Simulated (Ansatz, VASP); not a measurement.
## Tl: VASP beside Ansatz

```
CELL_PARAMETERS angstrom
3.49135 0.00000 0.00000
-1.74568 3.02360 0.00000
0.00000 0.00000 11.18246
ATOMIC_POSITIONS crystal
Tl 0.00000 0.00000 0.00000
Tl 0.00000 0.00000 0.50000
Tl 0.33333 0.66667 0.25000
Tl 0.66667 0.33333 0.75000
```

Alike in both runs: task single point; functional RPBE; k mesh 11 × 11 × 3; occupations fermi-dirac, width 0.1 eV; no spin polarisation.

|  | VASP | Ansatz |
| --- | --- | --- |
| version | VASP 6.6.1 | Ansatz 0.2.0 |
| potentials or method | VASP PAW PBE potentials, release 64 (Tl_d), cutoff 520 eV | plane waves (420 eV) with PAW, scalar-relativistic |
| valence electrons in the cell | 52 | 52 |

|  | VASP | Ansatz | Ansatz less VASP |
| --- | --- | --- | --- |
| pressure (GPa) | 3.6 | 3.6 | +0.07 |
| traceless stress, the component that is largest in VASP (GPa) | 0.30 | 0.31 | +0.004 |

VASP's potentials were made for PBE, not for RPBE.

Spin-orbit coupling is off throughout.
